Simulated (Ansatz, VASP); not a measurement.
**In in VASP and in Ansatz**

```
In
1.0
    -2.76902    2.76902    1.46311
     2.76902   -2.76902    1.46311
     2.76902    2.76902   -1.46311
In
2
Direct
  0.62500 0.87500 0.75000
  0.37500 0.12500 0.25000
```

Change from the starting cell: volume scaled by 0.78, LAPW.

Alike in both runs: task single point; functional PBE; k mesh 13 × 13 × 13; occupations fermi-dirac, width 0.05 eV; no spin polarisation.

|  | VASP | Ansatz |
| --- | --- | --- |
| version | VASP 6.6.1 | Ansatz 0.2.0 |
| potentials or method | VASP PAW PBE potentials, release 64 (In_d), cutoff 520 eV | all-electron LAPW, scalar-relativistic |

|  | VASP | Ansatz | Ansatz less VASP |
| --- | --- | --- | --- |
| pressure (GPa) | 15.4 | 15.4 | +0.01 |

Ansatz ran all-electron here, and VASP with PAW potentials.
